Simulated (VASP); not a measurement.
Li2O:

```
CELL_PARAMETERS angstrom
0.00000 2.28637 2.28637
2.28637 0.00000 2.28637
2.28637 2.28637 0.00000
ATOMIC_POSITIONS crystal
Li 0.25000 0.25000 0.25000
Li 0.75000 0.75000 0.75000
O 0.00000 0.00000 0.00000
```

Base run:

```yaml
Program: VASP 6.6.1
Functional: r2SCAN
Potentials_or_basis: VASP PAW PBE potentials, release 64 (Li_sv, O)
Cutoff: 830 eV
k_mesh: 8 × 8 × 8
Occupations: gaussian, width 0.01 eV
Spin: no spin polarisation
```

Its results: band gap on the k mesh 5.73 eV, indirect (least direct gap 6.35 eV); pressure 0.2 GPa.

Task: The run is repeated on the same cell with these changes: functional from r2SCAN to PBEsol; cutoff from 830 eV to 750 eV. What comes out?

Result: Band gap on the k mesh 4.88 eV, indirect (least direct gap 5.38 eV); pressure 0.5 GPa.

r2SCAN gives the wider gap, since meta-GGAs in the generalised Kohn-Sham scheme recover part of the derivative discontinuity.

Caveats: the PAW data sets were made with another functional, which shifts forces and pressure a little.

A k mesh can miss the band edges.
